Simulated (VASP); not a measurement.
Nb, 1 atom in the cell. Symmetry: Pm-3m, No. 221, cubic system. Conventional cell: a = 2.660 Å, b = 2.660 Å, c = 2.660 Å, α = 90.00°, β = 90.00°, γ = 90.00°. Within 3.5 Å of Nb (site symmetry m-3m) lie 6 Nb at 2.66 Å. 

```yaml
Program: VASP 6.6.1
Task: single point
Functional: LDA
Potentials_or_basis: VASP PAW LDA potentials, release 64 (Nb_sv)
Cutoff: 520 eV
k_mesh: 14 × 14 × 14
Occupations: fermi-dirac, width 0.05 eV
Spin: no spin polarisation
Dipole_correction: no
Further_INCAR_settings: ALGO = Normal; EDIFF = 1e-07; NBANDS = 12
```

Potentials or basis: VASP PAW LDA potentials, release 64 (Nb_sv).

Command:

```bash
$ cat potpaw_LDA.64/Nb_sv/POTCAR > POTCAR
$ mpirun -np 1 vasp_std > vasp.out
```

Hardware: 1 thread of Intel(R) Xeon(R) Platinum 8175M CPU @ 2.50GHz (Skylake/Cascade Lake) (shared host).

Estimate the wall time of this run.

Run time: 21 s on 1 thread of Intel(R) Xeon(R) Platinum 8175M CPU @ 2.50GHz (Skylake/Cascade Lake), on a shared host, peak memory 0.13 GiB. Counts: scf iterations 14, k points 120.
